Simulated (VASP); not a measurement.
Write the native input for VASP 6.6.1 that does the following.

- Task: single point
- Functional: PBE
- Potentials or basis: VASP PAW PBE potentials, release 64 (Zr_sv, C)
- Cutoff: 520 eV
- k mesh: 6 × 6 × 4
- Occupations: gaussian, width 0.1 eV
- Spin: no spin polarisation
- Dipole correction: no
- Further INCAR settings: ALGO = Normal; EDIFF = 1e-07; NBANDS = 30

The structure of Zr3C2 lies in POSCAR:

```
Zr3C2
1.0
    4.7255768775     -3.5109668528      0.0000000000
    4.7255768775      3.5109668528      0.0000000000
    0.0000000000      0.0000000000      2.9301480202
Zr C
3 2
Direct
    0.8624009504      0.8624009504      0.5000000000
    0.1375990496      0.1375990496      0.5000000000
    0.5000000000      0.5000000000      0.0000000000
    0.0000000000      0.5000000000      0.5000000000
    0.5000000000      0.0000000000      0.5000000000
```

The cell was generated, and may not be a known phase.

One way to write it, as run:

INCAR

```
SYSTEM = Zr3C2
PREC = Accurate
ENCUT = 520
EDIFF = 1E-7
ISMEAR = 0
SIGMA = 0.1
LREAL = .FALSE.
LASPH = .TRUE.
NELM = 100
ALGO = Normal
ISIF = 2
LWAVE = .FALSE.
LCHARG = .FALSE.
GGA = PE
NBANDS = 30
```

KPOINTS

```
regular mesh
0
G
  6 6 4
  0 0 0
```

Potentials or basis: VASP PAW PBE potentials, release 64 (Zr_sv, C).

Launch:

```console
$ cat potpaw_PBE.64/Zr_sv/POTCAR potpaw_PBE.64/C/POTCAR > POTCAR
$ mpirun -np 1 vasp_std > vasp.out
```

Results of the run:

The pressure is 0.2 GPa. The largest force is 0.017 eV/Å and the band gap on the k mesh is zero (bands 22 and 23 overlap by 0.29 eV).

Caveat: the k points lie up to 0.54 Å⁻¹ apart.

Wall time 99 s on 1 thread of Intel(R) Xeon(R) Platinum 8488C (Sapphire Rapids) (shared host), peak memory 0.26 GiB.
